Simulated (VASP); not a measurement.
## AlN: single point with PBE

AlN:

```
Al N
1.0
     0.00000   -2.05221   -2.05221
     0.00000    2.05221   -2.05221
     4.10442    0.00000    0.00000
Al N
2 2
Direct
  0.51739 0.48261 0.00000
  0.98261 0.01739 0.50000
  0.49369 0.50631 0.50000
  0.00631 0.99369 0.00000
```

```json
{
  "Program": "VASP 6.6.1",
  "Task": "single point",
  "Functional": "PBE",
  "Potentials or basis": "VASP PAW PBE potentials, release 64 (Al, N)",
  "Cutoff": "520 eV",
  "k mesh": "8 × 8 × 6",
  "Occupations": "gaussian, width 0.05 eV",
  "Spin": "no spin polarisation"
}
```

```json
{"Pressure": "-5.8 GPa", "Largest force": "0.672 eV/Å", "Band gap on the k mesh": "4.15 eV"}
```

Forces in eV/Å, atoms in the order of the input:
```
Al   0.000  0.672  0.000
Al   0.000 -0.672  0.000
N    0.000 -0.162  0.000
N    0.000  0.162  0.000
```

Stress tensor (GPa, compression positive):
```
-5.67  0.00  0.00
 0.00 -5.20  0.00
 0.00  0.00 -6.52
```

Levels at points of the mesh, in eV from the valence-band top:
| k point | band 6 | band 7 | band 8 | band 9 | band 10 | band 11 |
| --- | --- | --- | --- | --- | --- | --- |
| (0.00, 0.00, 0.00) | -0.02 | -0.01 | 0.00 | 4.18 | 5.02 | 5.37 |
| (0.50, 0.00, 0.00) | -3.94 | -1.07 | -1.04 | 7.90 | 8.13 | 9.84 |
| (0.50, 0.50, 0.00) | -2.69 | -2.68 | -2.68 | 4.15 | 4.17 | 5.33 |
| (0.00, 0.00, 0.50) | -1.56 | -1.56 | -1.56 | 7.20 | 7.20 | 7.47 |
| (0.50, 0.00, 0.50) | -1.00 | -0.99 | -0.99 | 5.83 | 5.83 | 10.61 |
| (0.50, 0.50, 0.50) | -5.46 | -3.80 | -3.80 | 7.61 | 7.61 | 10.41 |

It took 32 s on 1 thread of Intel(R) Xeon(R) Platinum 8259CL CPU @ 2.50GHz (Skylake/Cascade Lake), with other jobs on the host, peak memory 0.17 GiB.

A k mesh can miss the band edges. As with any semilocal functional, this PBE gap is likely too small.
